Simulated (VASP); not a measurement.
# Au (I4/mmm) in VASP: further runs

Au is run at these levels: PBEsol; tasks: single point.

Program: VASP 6.6.1. These are calculated values, not measurements. Logs are shortened: lines on timing, memory, paths and dates and some standing lists are left out, and cuts for length are marked.

## (1) The cell of the first run

It takes space group I4/mmm (No. 139, tetragonal). The conventional cell has a = 2.748 Å, b = 2.748 Å, c = 4.091 Å, α = 90.00°, β = 90.00°, γ = 90.00°. Au (site symmetry 4/mmm) has 12 Au at 2.75 to 2.82 Å within 3.6 Å.

## (2) Single point, PBEsol (strain -0.050 along x and y, +0.000 along z)

INCAR reads:

```
SYSTEM = Au
ALGO = Normal
EDIFF = 1E-7
ENCUT = 520
GGA = PS
ISIF = 2
ISMEAR = 0
LASPH = .True.
LCHARG = .True.
LELF = .True.
LREAL = .False.
LVHAR = .True.
LWAVE = .False.
NBANDS = 12
NELM = 60
PREC = Accurate
SIGMA = 0.15
```

KPOINTS reads:

```
k-points
0
Gamma
  20 20 20
  0 0 0
```

POSCAR reads:

```
Au
1.0
    0.0000000000      1.9432250000      2.0455000000
    1.9432250000      0.0000000000      2.0455000000
    1.9432250000      1.9432250000      0.0000000000
Au
1
Direct
    0.0000000000      0.0000000000      0.0000000000
```

Potentials or basis: VASP PAW PBE potentials, release 64 (Au).

On the command line:

```console
cat potpaw_PBE.64/Au/POTCAR > POTCAR
mpirun -np 1 vasp_std > vasp.out
```

OUTCAR:

```text
SYSTEM = Au
   EDIFF = 1E-7
   ENCUT = 520
   GGA = PS
   ISIF = 2
   ISMEAR = 0
   LASPH = .True.
   LREAL = .False.
   NELM = 60
   PREC = Accurate

 ion  position               nearest neighbor table
   1  0.000  0.000  0.000-

  LATTYP: Found a body centered tetragonal cell.
 ALAT       =     2.7481351497
 C/A-ratio  =     1.4886458551

  Lattice vectors:

 A1 = (  -1.9432250000,   0.0000000000,   2.0455000000)
 A2 = (   1.9432250000,   0.0000000000,   2.0455000000)
 A3 = (   0.0000000000,   1.9432250000,  -2.0455000000)

Analysis of symmetry for initial positions (statically):
=====================================================================
 Subroutine PRICEL returns:
 Original cell was already a primitive cell.

 Routine SETGRP: Setting up the symmetry group for a
 body centered tetragonal supercell.

 Subroutine GETGRP returns: Found 16 space group operations
 (whereof 16 operations were pure point group operations)
 out of a pool of 16 trial point group operations.

The static configuration has the point symmetry D_4h.

Analysis of symmetry for dynamics (positions and initial velocities):
=====================================================================
 Subroutine PRICEL returns:
 Original cell was already a primitive cell.

 Routine SETGRP: Setting up the symmetry group for a
 body centered tetragonal supercell.

 Subroutine GETGRP returns: Found 16 space group operations
 (whereof 16 operations were pure point group operations)
 out of a pool of 16 trial point group operations.

The dynamic configuration has the point symmetry D_4h.

 Subroutine INISYM returns: Found 16 space group operations
 (whereof 16 operations are pure point group operations),
 and found     1 'primitive' translations

----------------------------------------------------------------------------------------

                                     Primitive cell

  volume of cell :      15.4481

  direct lattice vectors                    reciprocal lattice vectors
     0.000000000  1.943225000  2.045500000    -0.257304224  0.257304224  0.244439012
     1.943225000  0.000000000  2.045500000     0.257304224 -0.257304224  0.244439012
     1.943225000  1.943225000  0.000000000     0.257304224  0.257304224 -0.244439012

  length of vectors
     2.821381515  2.821381515  2.748135150     0.438362131  0.438362131  0.438362131

  position of ions in fractional coordinates (direct lattice)
     0.000000000  0.000000000  0.000000000

  ion indices of the primitive-cell ions
   primitive index   ion index
                 1           1

----------------------------------------------------------------------------------------

 KPOINTS: k-points

Automatic generation of k-mesh.
 Grid dimensions read from file:
 generate k-points for:   20   20   20

 Generating k-lattice:

  Cartesian coordinates                     Fractional coordinates (reciprocal lattice)
    -0.012865211  0.012865211  0.012221951     0.050000000 -0.000000000  0.000000000
     0.012865211 -0.012865211  0.012221951    -0.000000000  0.050000000  0.000000000
     0.012865211  0.012865211 -0.012221951     0.000000000  0.000000000  0.050000000

  Length of vectors
     0.021918107  0.021918107  0.021918107

  Shift w.r.t. Gamma in fractional coordinates (k-lattice)
     0.000000000  0.000000000  0.000000000

 Subroutine IBZKPT returns following result:
 ===========================================

 Found    641 irreducible k-points:

 Following reciprocal coordinates:
            Coordinates               Weight
  0.000000  0.000000  0.000000      1.000000
  0.050000  0.000000  0.000000      8.000000
  0.100000 -0.000000  0.000000      8.000000
  0.150000  0.000000  0.000000      8.000000
  0.200000 -0.000000  0.000000      8.000000
  0.250000  0.000000  0.000000      8.000000
[... 16 lines left out ...]
 -0.400000  0.050000  0.000000      8.000000
 -0.350000  0.050000  0.000000      8.000000
 [... further k-points ...]
   k-points           NKPTS =    641   k-points in BZ     NKDIM =    641   number of bands    NBANDS=     12
   number of dos      NEDOS =    301   number of ions     NIONS =      1
   total plane-waves  NPLWV =  11520
   dimension x,y,z NGX =    24 NGY =   24 NGZ =   20
   dimension x,y,z NGXF=    48 NGYF=   48 NGZF=   40
   ions per type =               1
   NGX,Y,Z   is equivalent  to a cutoff of  14.14, 14.14, 12.10 a.u.
   NGXF,Y,Z  is equivalent  to a cutoff of  28.28, 28.28, 24.20 a.u.
 SYSTEM =  Au
   PREC   = accura    normal or accurate (medium, high low for compatibility)
   ISTART =      0    job   : 0-new  1-cont  2-samecut
   ICHARG =      2    charge: 1-file 2-atom 10-const
   ISPIN  =      1    spin polarized calculation?
   LNONCOLLINEAR =      F non collinear calculations
   LSORBIT =      F    spin-orbit coupling
   LASPH  =      T    aspherical Exc in radial PAW
   ENCUT  =  520.0 eV  38.22 Ry    6.18 a.u.   5.25  5.25  5.11*2*pi/ulx,y,z
   NELM   =     60;   NELMIN=  2; NELMDL= -5     # of ELM steps
   EDIFF  = 0.1E-06   stopping-criterion for ELM
   LREAL  =      F    real-space projection
   EDIFFG = 0.1E-05   stopping-criterion for IOM
   NSW    =      0    number of steps for IOM
   IBRION =     -1    ionic relax: 0-MD 1-quasi-New 2-CG
   NFREE  =      0    steps in history (QN), initial steepest desc. (CG)
   ISIF   =      2    stress and relaxation
   ISYM   =      2    0-nonsym 1-usesym 2-fastsym
   POTIM  = 0.5000    time-step for ionic-motion
   TEBEG  =    0.0;   TEEND  =   0.0 temperature during run
   PSTRESS=    0.0 pullay stress
   NELECT =      11.0000    total number of electrons
   NUPDOWN=      -1.0000    fix difference up-down
   EMIN   =  10.00;   EMAX   =-10.00  energy-range for DOS
   EFERMI =   0.00;   METHOD = LEGACY
   ISMEAR =     0;   SIGMA  =   0.15  broadening in eV -4-tet -1-fermi 0-gaus
   EFERMI_NEDOS =   21; number of points for ismear=-14 and -15
   IALGO  =     38    algorithm
   IMIX   =      4    mixing-type and parameters
     AMIX     =   0.40;   BMIX     =  1.00
     AMIX_MAG =   1.60;   BMIX_MAG =  1.00
  volume/ion in A,a.u.               =      15.45       104.25
  Fermi-wavevector in a.u.,A,eV,Ry     =   1.461887  2.762566 29.077201  2.137114
  Thomas-Fermi vector in A             =   2.578166
   LORBIT       =      0    0 simple, 1 ext, 2 COOP (PROOUT), +10 PAW based schemes
   GGA     = PS    functional components
   LHFCALC =     F    Hartree Fock is set to
   AEXX    =    0.0000 exact exchange contribution
   IVDW    =     0    specifies the selected vdW correction
   LEPSILON=     F    determine dielectric tensor
   LRPA    =     F    only Hartree local field effects (RPA)
 non-spin polarized calculation
 Gauss-broadening in eV      SIGMA  =   0.15
  energy-cutoff  :      520.00
  volume of cell :       15.45
 maximum number of plane-waves:       429
 NGX is ok and might be reduce to    24
   NGX = 11   NGY = 11   NGZ = 11

 number of electron      11.0000001 magnetization

 Free energy of the ion-electron system (eV)
  ---------------------------------------------------
  ext. energy  EPLUGINS =         0.00000000
  ---------------------------------------------------
  free energy    TOTEN  =        -3.82541100 eV

  energy without entropy =       -3.82246896  energy(sigma->0) =       -3.82393998

 E-fermi :  11.0484     XC(G=0): -13.4727

 val. band max:       11.0292489888   @ k =   0.5000   0.3500   0.1000
 cond. band min:      11.0701464262   @ k =  -0.3500   0.1500   0.1000
 fundamental gap:      0.0408974374
 Fermi energy:        11.0484155866

 k-point     1 :       0.0000    0.0000    0.0000
  band No.  band energies     occupation
      1      -0.0025      2.00000
      2       5.4021      2.00000
      3       5.9541      2.00000
      4       5.9541      2.00000
      5       7.2535      2.00000
      6       7.8689      2.00000
      7      25.3696      0.00000
      8      29.1675      0.00000
      9      30.2641      0.00000
     10      30.2641      0.00000
     11      35.1414      0.00000
     12      40.5645      0.00000

 k-point     2 :       0.0500    0.0000    0.0000
  band No.  band energies     occupation
      1       0.0936      2.00000
      2       5.4191      2.00000
      3       5.9359      2.00000
      4       5.9892      2.00000
      5       7.2428      2.00000
      6       7.8443      2.00000
      7      25.5002      0.00000
      8      29.0133      0.00000
      9      29.9469      0.00000
     10      30.3966      0.00000
     11      35.7372      0.00000
     12      39.1112      0.00000

 k-point     3 :       0.1000   -0.0000    0.0000
  band No.  band energies     occupation
      1       0.3753      2.00000
      2       5.4448      2.00000
      3       5.9059      2.00000
      4       6.0858      2.00000
      5       7.2267      2.00000
      6       7.7823      2.00000
      7      25.8499      0.00000
      8      27.9852      0.00000
      9      30.0487      0.00000
     10      30.7796      0.00000
     11      36.1469      0.00000
     12      38.0746      0.00000
[... 286 lines left out ...]
 k-point    23 :      -0.4000    0.0500    0.0000
  band No.  band energies     occupation
      1       2.7916      2.00000
      2       5.4951      2.00000
      3       6.0639      2.00000
      4       7.7850      2.00000
      5       8.5902      2.00000
      6       9.5716      2.00000
      7      16.2871      0.00000
      8      24.9730      0.00000
      9      28.3157      0.00000
     10      30.2186      0.00000
     11      35.8849      0.00000
     12      37.7095      0.00000

 k-point    24 :      -0.3500    0.0500    0.0000
  band No.  band energies     occupation
      1       2.7530      2.00000
      2       5.5861      2.00000
      3       6.1500      2.00000
      4       6.9144      2.00000
      5       8.2951      2.00000
      6       9.0253      2.00000
      7      18.1203      0.00000
      8      25.3738      0.00000
      9      28.9129      0.00000
     10      31.2292      0.00000
     11      34.8292      0.00000
     12      36.6227      0.00000

 [... further k-points ...]

------------------------ aborting loop because EDIFF is reached ----------------------------------------

  FORCE on cell =-STRESS in cart. coord.  units (eV):
  Direction    XX          YY          ZZ          XY          YZ          ZX
  --------------------------------------------------------------------------------------
  -------------------------------------------------------------------------------------
  Total        2.2139500      2.2139500      1.9431960      0.0000000      0.0000000     -0.0000000
  in kB      229.6163103    229.6163103    201.5354874      0.0000000      0.0000000     -0.0000000
  external PRESSURE =     220.2560360 kB  Pullay stress =       0.0000000 kB

 VOLUME and BASIS-vectors are now :
 -----------------------------------------------------------------------------
  energy-cutoff  :      520.00
  volume of cell :       15.45
      direct lattice vectors                 reciprocal lattice vectors
     0.000000000  1.943225000  2.045500000    -0.257304224  0.257304224  0.244439012
     1.943225000  0.000000000  2.045500000     0.257304224 -0.257304224  0.244439012
     1.943225000  1.943225000  0.000000000     0.257304224  0.257304224 -0.244439012

 POSITION                                       TOTAL-FORCE (eV/Angst)
 -----------------------------------------------------------------------------------
      0.00000      0.00000      0.00000         0.000000     -0.000000      0.000000
 -----------------------------------------------------------------------------------
    total drift:                               -0.000000     -0.000000     -0.000000

  FREE ENERGIE OF THE ION-ELECTRON SYSTEM (eV)
  ---------------------------------------------------
  free  energy   TOTEN  =        -3.8254109951 eV

  energy  without entropy=       -3.8224689559  energy(sigma->0) =       -3.82393998
```

Wall time 2.6 min (1 thread of AMD EPYC 7R43 (Zen 3), shared host); peak memory 0.2 GiB.

What came out:

* Free energy: -3.8254 eV
* Pressure: 22.0 GPa

Levels at points of the mesh, in eV from the Fermi level:
```tsv
k point	band 4	band 5	band 6	band 7	band 8	band 9
(0.00, 0.00, 0.00)	-5.09	-3.79	-3.18	14.32	18.12	19.22
(0.50, 0.00, 0.00)	-2.16	-1.93	-1.53	3.61	13.64	17.36
(0.50, 0.50, 0.00)	-1.69	-1.69	0.02	5.70	10.83	10.83
(0.50, 0.00, 0.50)	-1.88	-1.42	0.96	7.01	9.80	10.00
```

Caveat: the cell differs from its parent crystal (strain -0.050 along x and y, +0.000 along z); the PAW data sets were made with another functional, which shifts forces and pressure a little; spin-orbit coupling is left out, which moves the levels of the heavy elements.

## (3) Single point, PBEsol (strain -0.025 along x and y, -0.050 along z)

INCAR reads:

```
SYSTEM = Au
PREC = Accurate ; ENCUT = 520
EDIFF = 1E-6 ; ISMEAR = 0
SIGMA = 0.15 ; LREAL = .False.
LASPH = .True. ; NELM = 80
ALGO = Normal ; ISIF = 2
LWAVE = .False. ; LCHARG = .False.
GGA = PS ; NBANDS = 12
```

KPOINTS reads:

```
regular mesh
0
Gamma
  20 20 20
  0 0 0
```

POSCAR reads:

```
Au
1.0
    0.0000000000      1.9943625000      1.9432250000
    1.9943625000      0.0000000000      1.9432250000
    1.9943625000      1.9943625000      0.0000000000
Au
1
Direct
    0.0000000000      0.0000000000      0.0000000000
```

Potentials or basis: VASP PAW PBE potentials, release 64 (Au).

On the command line:

```console
cat potpaw_PBE.64/Au/POTCAR > POTCAR
mpirun -np 1 vasp_std > vasp.out
```

It took 3.1 min on 1 thread of AMD EPYC 7R43 (Zen 3), shared host; peak memory 0.2 GiB.

Results (log left out):

- Free energy: -3.8301 eV
- Pressure: 21.7 GPa

Stress tensor (GPa, compression positive):
```
21.39  0.00  0.00
 0.00 21.39  0.00
 0.00  0.00 22.42
```

Levels at points of the mesh, in eV from the Fermi level:
```tsv
k point	band 2	band 3	band 4	band 5	band 6	band 7	band 8	band 9	band 10	band 11
(0.00, 0.00, 0.00)	-5.35	-5.35	-5.09	-3.61	-3.31	14.30	18.66	18.66	19.24	24.07
(0.50, 0.00, 0.00)	-5.45	-5.19	-2.10	-1.96	-1.52	3.60	13.74	17.51	18.09	26.13
(0.50, 0.50, 0.00)	-7.70	-2.08	-1.63	-1.63	0.98	7.01	9.89	9.89	17.98	20.91
(0.50, 0.00, 0.50)	-7.70	-2.08	-1.76	-1.55	0.49	6.35	10.31	10.43	18.40	21.33
```

Caveat: the cell differs from its parent crystal (strain -0.025 along x and y, -0.050 along z); the PAW data sets were made with another functional, which shifts forces and pressure a little; spin-orbit coupling is left out, which moves the levels of the heavy elements.

## (4) Single point, PBEsol (strain -0.050 along x and y, +0.025 along z)

INCAR reads:

```
PREC = Accurate
ENCUT = 520
EDIFF = 1E-6
ISMEAR = 0
SIGMA = 0.15
LREAL = False
LASPH = True
NELM = 80
ALGO = Fast
ISIF = 2
LWAVE = False
LCHARG = True
GGA = PS
LELF = True
LVHAR = True
NBANDS = 12
```

KPOINTS reads:

```
Automatic mesh
0
Gamma
  20 20 20
```

POSCAR reads:

```
Au
1.0
    0.0000000000      1.9432250000      2.0966375000
    1.9432250000      0.0000000000      2.0966375000
    1.9432250000      1.9432250000      0.0000000000
Au
1
Direct
    0.0000000000      0.0000000000      0.0000000000
```

On the command line:

```console
cat potpaw_PBE.64/Au/POTCAR > POTCAR
mpirun -np 1 vasp_std > vasp.out
```

Run time: 2.8 min. Hardware: 1 thread of AMD EPYC 7R43 (Zen 3), shared host; peak memory 0.2 GiB.

The run converged. Its results:

| Property | Result |
| --- | --- |
| Free energy | -3.8649 eV |
| Pressure | 15.5 GPa |

Stress tensor (GPa, compression positive):
```
16.93  0.00  0.00
 0.00 16.93  0.00
 0.00  0.00 12.61
```

Levels at points of the mesh, in eV from the Fermi level:
| k point | band 2 | band 3 | band 4 | band 5 | band 6 | band 7 | band 8 | band 9 | band 10 | band 11 |
| --- | --- | --- | --- | --- | --- | --- | --- | --- | --- | --- |
| (0.00, 0.00, 0.00) | -5.65 | -4.85 | -4.85 | -3.87 | -2.98 | 14.43 | 17.76 | 19.28 | 19.28 | 23.98 |
| (0.50, 0.00, 0.00) | -5.54 | -4.82 | -2.19 | -1.88 | -1.40 | 3.48 | 13.54 | 17.11 | 18.47 | 24.81 |
| (0.50, 0.50, 0.00) | -7.51 | -2.02 | -1.71 | -1.71 | -0.15 | 5.11 | 11.07 | 11.07 | 18.77 | 21.59 |
| (0.50, 0.00, 0.50) | -7.43 | -2.14 | -1.99 | -1.32 | 1.19 | 7.01 | 9.60 | 9.84 | 17.70 | 20.42 |

Caveat: the cell differs from its parent crystal (strain -0.050 along x and y, +0.025 along z); the PAW data sets were made with another functional, which shifts forces and pressure a little; spin-orbit coupling is left out, which moves the levels of the heavy elements.

## (5) Single point, PBEsol (strain -0.025 along x and y, +0.000 along z)

INCAR reads:

```
SYSTEM = Au
PREC = Accurate
ENCUT = 520
EDIFF = 1E-6
ISMEAR = 0
SIGMA = 0.15
LREAL = .FALSE.
LASPH = .TRUE.
NELM = 60
ALGO = Normal
ISIF = 2
LWAVE = .FALSE.
LCHARG = .TRUE.
GGA = PS
LELF = .TRUE.
LVHAR = .TRUE.
NBANDS = 12
```

KPOINTS reads:

```
regular mesh
0
G
  20 20 20
  0 0 0
```

POSCAR reads:

```
Au
1.0
    0.0000000000      1.9943625000      2.0455000000
    1.9943625000      0.0000000000      2.0455000000
    1.9943625000      1.9943625000      0.0000000000
Au
1
Direct
    0.0000000000      0.0000000000      0.0000000000
```

On the command line:

```console
cat potpaw_PBE.64/Au/POTCAR > POTCAR
mpirun -np 1 vasp_std > vasp.out
```

Run time: 3.2 min. Hardware: 1 thread of AMD EPYC 7R43 (Zen 3), shared host; peak memory 0.2 GiB.

It converged, with:

```
Free energy : -3.9060 eV
Pressure    : 8.6 GPa
```

Stress tensor (GPa, compression positive):
```
8.93 0.00 0.00
0.00 8.93 0.00
0.00 0.00 7.95
```

Levels at points of the mesh, in eV from the Fermi level:
| k point | band 3 | band 4 | band 5 | band 6 | band 7 | band 8 | band 9 | band 10 |
| --- | --- | --- | --- | --- | --- | --- | --- | --- |
| (0.00, 0.00, 0.00) | -4.85 | -4.85 | -3.42 | -3.14 | 14.44 | 18.37 | 18.85 | 18.85 |
| (0.50, 0.00, 0.00) | -4.86 | -2.03 | -1.92 | -1.24 | 3.32 | 13.85 | 17.20 | 17.72 |
| (0.50, 0.50, 0.00) | -2.00 | -1.63 | -1.63 | 0.53 | 5.73 | 10.39 | 10.39 | 17.95 |
| (0.50, 0.00, 0.50) | -2.03 | -1.72 | -1.52 | 0.98 | 6.34 | 9.90 | 9.98 | 17.57 |

Caveat: the cell differs from its parent crystal (strain -0.025 along x and y, +0.000 along z); the PAW data sets were made with another functional, which shifts forces and pressure a little; spin-orbit coupling is left out, which moves the levels of the heavy elements.

## (6) The runs side by side

| cell | gap on the mesh (eV) | pressure (GPa) |
| --- | --- | --- |
| a = 2.821, b = 2.821, c = 2.748 Å, angles 60.9, 60.9, 58.3°, 1 atom | none | 22.0 |
| a = 2.785, b = 2.785, c = 2.820 Å, angles 59.6, 59.6, 60.9°, 1 atom | none | 21.7 |
| a = 2.859, b = 2.859, c = 2.748 Å, angles 61.3, 61.3, 57.5°, 1 atom | none | 15.5 |
| a = 2.857, b = 2.857, c = 2.820 Å, angles 60.4, 60.4, 59.2°, 1 atom | none | 8.6 |

Alike in all rows: task single point; level PBEsol; potentials or basis VASP PAW PBE potentials, release 64 (Au); no spin polarisation; k mesh 20 × 20 × 20; cutoff (eV) 520; smearing gaussian 0.15 eV.

Caveats: the PAW data sets were made with another functional, which shifts forces and pressure a little; spin-orbit coupling is left out, which moves the levels of the heavy elements.

Total energies depend on the potentials used, so only differences within one code and one set of settings carry meaning.
